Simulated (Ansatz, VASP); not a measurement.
CdF2 in VASP and in Ansatz

Contents of INCAR:

```
PREC = Accurate
ENCUT = 600
EDIFF = 1E-6
ISMEAR = -1
SIGMA = 0.05
LREAL = F
LASPH = T
NELM = 120
ALGO = Normal
ISIF = 2
LWAVE = F
LCHARG = F
NBANDS = 24
GGA_COMPAT = F
```

File KPOINTS:

```
Automatic mesh
0
Gamma
  9 9 9
```

The input POSCAR:

```
CdF2
1.0
    0.0000000000      2.6940000000      2.6940000000
    2.6940000000      0.0000000000      2.6940000000
    2.6940000000      2.6940000000      0.0000000000
Cd F
1 2
Direct
    0.0000000000      0.0000000000      0.0000000000
    0.7500000000      0.7500000000      0.7500000000
    0.2500000000      0.2500000000      0.2500000000
```

Contents of input.yaml:

```yaml
crystal:
  lattice:
    - [0.0, 2.694, 2.694]
    - [2.694, 0.0, 2.694]
    - [2.694, 2.694, 0.0]
  atoms:
    - { symbol: Cd, position: [0.0, 0.0, 0.0] }
    - { symbol: F, position: [0.75, 0.75, 0.75] }
    - { symbol: F, position: [0.25, 0.25, 0.25] }
hamiltonian:
  xc: lda
  pseudopotentials: { kind: paw }
kpoints:
  mp_grid: { grid: [9, 9, 9] }
scf:
  occupations: { method: fermi_dirac, width: 0.05 }
output:
  forces: true
  stress: true
  eigenvalues: true
```

Alike in both runs: task single point; functional LDA; k mesh 9 × 9 × 9; occupations fermi-dirac, width 0.05 eV; no spin polarisation.

```csv
,VASP,Ansatz
version,VASP 6.6.1,Ansatz 0.2.0
potentials or method,"VASP PAW LDA potentials, release 64 (Cd_sv_GW, F)",Ansatz PAW
plane-wave cutoff (eV),600,420
valence electrons in the cell,34,34
```

Ansatz gave:

```
gap on the k mesh at the Fermi level (eV) : 2.84
least direct gap on the mesh (eV)         : 3.29
pressure (GPa)                            : -5.7
```

Question: What did VASP give for the same quantities?

Answer: gap on the k mesh at the Fermi level (eV): 2.84; least direct gap on the mesh (eV): 3.29; pressure (GPa): -6.3.

LDA's correlation is that of Perdew and Zunger in VASP and of Perdew and Wang (1992) in Ansatz.

Noted on Ansatz's run: odd divisions of the mesh miss points on the zone boundary, where band edges often lie, so the gap on the mesh can be too wide.
